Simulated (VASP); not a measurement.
Here is a VASP 6.6.1 calculation.

The input INCAR:

```
SYSTEM = Si2W
ALGO = Normal ; EDIFF = 1E-8
ENCUT = 520 ; ISIF = 2
ISMEAR = -1 ; LASPH = .True.
LCHARG = .False. ; LEFG = .True.
LREAL = .False. ; LWAVE = .False.
NBANDS = 18 ; NELM = 100
PREC = Accurate ; SIGMA = 0.05
```

File KPOINTS:

```
k-points
0
Gamma
  11 11 14
  0 0 0
```

POSCAR

```
Si2W
1.0
   -1.6891900000      1.5709900000      3.9400000000
    1.5709900000     -1.6891900000      3.9400000000
    1.6410100000      1.6410100000     -3.9881800000
Si W
2 1
Direct
    0.3330000000      0.3330000000      0.0000000000
    0.6670000000      0.6670000000      0.0000000000
    0.0000000000      0.0000000000      0.0000000000
```

Potentials or basis: VASP PAW LDA potentials, release 64 (Si, W_sv).

The run is started by

```bash
$ cat potpaw_LDA.64/Si/POTCAR potpaw_LDA.64/W_sv/POTCAR > POTCAR
$ mpirun -np 1 vasp_std > vasp.out
```

Task: Estimate the band gap on the k mesh.

Result: Zero (bands 11 and 12 overlap by 1.16 eV).

Task: Estimate the pressure.

Result: -5.8 GPa.

Task: Predict the largest force.

Result: 0.290 eV/Å.

Forces in eV/Å, atoms in the order of the input:
```
Si  -0.051 -0.051  0.281
Si   0.051  0.051 -0.281
W    0.000  0.000  0.000
```

Caveat: the cell differs from its parent crystal (equal xy, yz and zx shear strains of -3 %); the cell stands under tension; without QUAD_EFG the Cq values of the log hold for a quadrupole moment of 1 mb, not for the nuclei; spin-orbit coupling is left out, which moves the levels of the heavy elements.
